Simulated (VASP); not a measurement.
Here is a VASP 6.6.1 calculation.

File INCAR:

```
SYSTEM = TaN
ALGO = Normal
EDIFF = 1E-6
ENCUT = 520
GGA = PE
ISIF = 2
ISMEAR = 0
LASPH = .TRUE.
LCHARG = .FALSE.
LREAL = .FALSE.
LWAVE = .FALSE.
NBANDS = 15
NELM = 60
PREC = Accurate
SIGMA = 0.15
```

KPOINTS

```
k-points
0
G
  24 24 24
  0 0 0
```

File POSCAR:

```
TaN
1.0
    0.0000000000      2.0429871702      2.0429871702
    2.2086347786     -0.1656476084      2.2086347786
    2.2086347786      2.2086347786     -0.1656476084
Ta N
1 1
Direct
    0.5000000000      0.5000000000      0.5000000000
    0.0000000000      0.0000000000      0.0000000000
```

Potentials or basis: VASP PAW PBE potentials, release 64 (Ta_pv, N).

Command:

```sh
$ cat potpaw_PBE.64/Ta_pv/POTCAR potpaw_PBE.64/N/POTCAR > POTCAR
$ mpirun -np 1 vasp_std > vasp.out
```

Task: Predict the pressure.

Result: 3.5 GPa.

Task: What does it give for the band gap on the k mesh?

Result: Zero (bands 8 and 9 overlap by 4.12 eV).

Stress tensor (GPa, compression positive):
```
-2.59  0.00  0.00
 0.00  6.50  6.06
 0.00  6.06  6.50
```

Caveat: the cell differs from its parent crystal (strain -0.1500 x Voigt [0, 0, 0, 1, 0, 0]); the stress differs along the axes, from -3 to 6 GPa; spin-orbit coupling is left out, which moves the levels of the heavy elements.
